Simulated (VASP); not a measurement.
The system is SrGe2Se3.

```
Sr Ge Se
1.0
     4.29537    0.00000    0.00000
    -2.14768    3.71990    0.00000
     0.00000    0.00000   10.43874
Sr Ge Se
1 2 3
Direct
  0.33333 0.66667 0.66411
  0.00000 0.00000 0.99686
  0.66667 0.33333 0.33764
  0.00000 0.00000 0.25037
  0.66667 0.33333 0.59209
  0.33333 0.66667 0.90893
```

| Property | Result |
| --- | --- |
| Program | VASP 6.6.1 |
| Task | relaxation of cell and atoms |
| Functional | PBEsol |
| Potentials or basis | VASP PAW PBE potentials, release 64 (Sr_sv, Ge_d, Se) |
| Cutoff | 600 eV |
| k mesh | 6 × 6 × 2 |
| Occupations | fermi-dirac, width 0.03 eV |
| Spin | no spin polarisation |

At the start: pressure 11.2 GPa; volume 27.80 Å³/atom.

Task: Where does the relaxation end?

Result: Over 39 steps the energy falls by 413.6 meV/atom and the volume is 29.77 Å³/atom (+7.1 %); space group P3m1 (No. 156, to 0.05 Å).

Step by step:
| step | energy change (eV) | largest force (eV/Å) | pressure (GPa) | volume (Å³) |
| --- | --- | --- | --- | --- |
| 1 | 0.0000 | 2.8763 | 11.20 | 166.79 |
| 2 | -1.3643 | 0.8850 | -2.16 | 218.22 |
| 3 | -1.4265 | 1.0639 | -0.51 | 207.01 |
| 4 | -1.5324 | 0.8283 | -0.39 | 205.37 |
| 5 | -1.7178 | 1.3048 | 0.23 | 200.35 |
| 6 | -1.8148 | 1.0949 | -0.03 | 200.29 |
| 7 | -2.0300 | 0.5618 | -0.80 | 200.09 |
| 8 | -2.1732 | 0.2660 | -2.34 | 199.52 |
| 9 | -2.2262 | 0.3004 | -2.11 | 196.55 |
| 10 | -2.2917 | 0.3966 | -1.57 | 191.08 |
| 11 | -2.2352 | 1.1201 | 0.17 | 180.22 |
| 12 | -2.3095 | 0.4375 | -1.22 | 188.46 |
| 13 | -2.3388 | 0.3708 | -0.94 | 187.11 |
| 14 | -2.3962 | 0.4155 | 0.00 | 183.08 |
| 15 | -2.3477 | 0.6717 | 2.33 | 175.19 |
| 16 | -2.4059 | 0.4615 | 0.59 | 180.88 |
| 17 | -2.4283 | 0.2988 | 0.25 | 181.77 |
| 18 | -2.4459 | 0.2659 | -0.51 | 184.04 |
| 19 | -2.4469 | 0.2280 | -0.38 | 183.62 |
| 20 | -2.4582 | 0.2471 | -0.18 | 182.40 |
| 21 | -2.4683 | 0.3151 | 0.35 | 179.43 |
| 22 | -2.4761 | 0.1699 | 0.03 | 179.91 |
| 23 | -2.4767 | 0.1334 | -0.10 | 180.09 |
| 24 | -2.4785 | 0.0786 | -0.04 | 179.67 |
| 25 | -2.4791 | 0.0970 | 0.04 | 179.18 |
| 26 | -2.4799 | 0.0695 | -0.04 | 179.20 |
| 27 | -2.4802 | 0.0579 | -0.10 | 179.21 |
| 28 | -2.4808 | 0.0425 | -0.03 | 178.77 |
| 29 | -2.4811 | 0.0303 | 0.05 | 178.31 |
| 30 | -2.4811 | 0.0278 | 0.06 | 178.22 |
| 31 | -2.4813 | 0.0165 | 0.01 | 178.38 |
| 32 | -2.4813 | 0.0200 | -0.02 | 178.48 |
| 33 | -2.4814 | 0.0155 | -0.01 | 178.45 |
| 34 | -2.4815 | 0.0135 | 0.02 | 178.39 |
| 35 | -2.4815 | 0.0155 | -0.01 | 178.50 |
| 36 | -2.4815 | 0.0158 | -0.01 | 178.52 |
| 37 | -2.4816 | 0.0113 | 0.01 | 178.50 |
| 38 | -2.4816 | 0.0113 | 0.02 | 178.50 |
| 39 | -2.4816 | 0.0072 | 0.00 | 178.64 |

Final structure:
```
CELL_PARAMETERS angstrom
4.79244 0.00000 0.00000
-2.39622 4.15038 0.00000
0.00000 0.00000 8.98114
ATOMIC_POSITIONS crystal
Sr 0.33333 0.66667 0.66230
Ge 0.00000 0.00000 0.99489
Ge 0.66667 0.33333 0.27337
Se 0.00000 0.00000 0.27228
Se 0.66667 0.33333 0.55405
Se 0.33333 0.66667 0.99312
```

Caveat: the PAW data sets were made with another functional, which shifts forces and pressure a little.
